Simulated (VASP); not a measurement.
The system is Be3Se4.

```
CELL_PARAMETERS angstrom
-2.52000 2.52000 5.04000
2.52000 -2.52000 5.04000
2.52000 2.52000 -5.04000
ATOMIC_POSITIONS crystal
Be 0.25000 0.75000 0.50000
Be 0.75000 0.25000 0.50000
Be 0.50000 0.50000 0.00000
Se 0.37300 0.88300 0.00000
Se 0.88300 0.37300 0.00000
Se 0.11700 0.11700 0.49000
Se 0.62700 0.62700 0.51000
```

* Program: VASP 6.6.1
* Task: relaxation of cell and atoms
* Functional: PBE
* Potentials or basis: VASP PAW PBE potentials, release 64 (Be, Se)
* Cutoff: 600 eV
* k mesh: 5 × 5 × 5
* Occupations: gaussian, width 0.2 eV
* Spin: no spin polarisation

At the start: pressure 3.2 GPa; volume 18.29 Å³/atom.

Question: Where does the relaxation end?

Answer: Over 9 steps the energy falls by 26.3 meV/atom and the volume is 19.25 Å³/atom (+5.2 %); space group I-42m (No. 121, to 0.1 Å) before and after.

Step by step:
```
step  energy change (eV)  largest force (eV/Å)  pressure (GPa)  volume (Å³)
   1              0.0000                0.6153            3.22       128.02
   2             -0.1085                0.1915           -0.74       134.95
   3             -0.1087                0.1956           -0.61       134.69
   4             -0.1264                0.1014           -0.25       133.96
   5             -0.1345                0.1622            0.21       133.07
   6             -0.1450                0.1508            0.19       133.35
   7             -0.1713                0.1036            0.11       134.12
   8             -0.1742                0.0579            0.02       135.35
   9             -0.1842                0.0359            0.06       134.72
```

Final structure:
```
Be Se
1.0
    -2.46639    2.46639    5.53647
     2.46639   -2.46639    5.53647
     2.46639    2.46639   -5.53647
Be Se
3 4
Direct
  0.25000 0.75000 0.50000
  0.75000 0.25000 0.50000
  0.50000 0.50000 0.00000
  0.37970 0.87620 0.00000
  0.87620 0.37970 0.00000
  0.12380 0.12380 0.50349
  0.62030 0.62030 0.49651
```

Caveat: the relaxation stopped at a loose force limit of 0.08 eV/Å, so its end isn't a converged minimum.
